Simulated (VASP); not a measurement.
Runs of VASP 6.6.1 on PbS. The structure is that of space group Fm-3m (No. 225), or close to it. The cells are those of the table. 

```tsv
task	level	spin	cell	k mesh	smearing	gap on the mesh (eV)	pressure (GPa)	moment (μB)
single point	r2SCAN	non-collinear, zero start, SOC	a = 4.178, b = 4.178, c = 4.098 Å, angles 60.6, 60.6, 58.7°, 2 atoms	8 × 8 × 8	fermi-dirac 0.02 eV	-	3.4	0.00
single point	PBE	off	a = 4.225 Å, angles 60.0°, 2 atoms	4 × 4 × 4	gaussian 0.01 eV	(c)	(b)	-
single point	PBE	off	a = 4.209, b = 4.209, c = 4.182 Å, angles 60.2, 60.2, 59.6°, 2 atoms	4 × 4 × 4	gaussian 0.01 eV	0.37	2.0	-
dielectric tensor	r2SCAN	off	a = 4.225 Å, angles 60.0°, 2 atoms	6 × 6 × 6	gaussian 0.01 eV	0.70	-	-
single point	PBE	off	a = 4.240, b = 4.240, c = 4.267 Å, angles 59.8, 59.8, 60.4°, 2 atoms	4 × 4 × 4	gaussian 0.01 eV	0.49	(a)	-
single point	r2SCAN	non-collinear, zero start, SOC	a = 4.225 Å, angles 60.0°, 2 atoms	8 × 8 × 8	fermi-dirac 0.02 eV	-	-0.2	0.00
```

Alike in all rows: potentials or basis VASP PAW PBE potentials, release 64 (Pb_d, S); cutoff (eV) 520.

Question: Estimate the missing entries.

Answer: (a) 0.0; (b) 1.0; (c) 0.44.

Caveats: some runs use coarse meshes; spin-orbit coupling is left out, which moves the levels of the heavy elements (at least some runs); the PAW data sets were made with another functional, which shifts forces and pressure a little (at least some runs); the cell stands under pressure (at least some runs).

A k mesh can miss the band edges, and rows without SOC leave out spin-orbit coupling on Pb.
